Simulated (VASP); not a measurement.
## Os: single point with HF

Os:

```
Os
1.0
     2.78772    0.00000    0.00000
    -1.39386    2.41424    0.00000
     0.00000    0.00000    4.40442
Os
2
Direct
  0.66667 0.33333 0.75000
  0.33333 0.66667 0.25000
```

| Quantity | Value |
| --- | --- |
| Program | VASP 6.6.1 |
| Task | single point |
| Functional | HF |
| Potentials or basis | VASP PAW PBE potentials, release 64 (Os) |
| Cutoff | 520 eV |
| k mesh | 6 × 6 × 3 |
| Occupations | fermi-dirac, width 0.05 eV |
| Spin | no spin polarisation |
| Dipole correction | no |
| Grid for exact exchange (PRECFOCK) | Normal |
| Further INCAR settings | ALGO = Normal; EDIFF = 1e-06; NBANDS = 15 |
| Share of exact exchange | 1 |

- Pressure: -28.5 GPa
- Band gap on the k mesh: zero (bands 8 and 9 overlap by 9.90 eV)

Stress tensor (GPa, compression positive):
```
-24.58   0.00   0.00
  0.00 -24.58   0.00
  0.00   0.00 -36.40
```

Levels at points of the mesh, in eV from the Fermi level:
| k point | band 6 | band 7 | band 8 | band 9 | band 10 | band 11 |
| --- | --- | --- | --- | --- | --- | --- |
| (0.00, 0.00, 0.00) | -5.02 | -4.68 | -4.63 | -4.63 | -1.84 | 4.29 |
| (0.50, 0.00, 0.00) | -5.25 | -3.70 | 5.27 | 5.36 | 5.98 | 8.81 |

Run time: 21 min on 1 thread of Intel(R) Xeon(R) Platinum 8259CL CPU @ 2.50GHz (Skylake/Cascade Lake) (shared host), peak memory 0.17 GiB.

Caveat: the k points lie up to 0.48 Å⁻¹ apart, too coarse for converged energies and pressures of a metal; the PAW data sets were made with another functional, which shifts forces and pressure a little; spin-orbit coupling is left out, which moves the levels of the heavy elements.
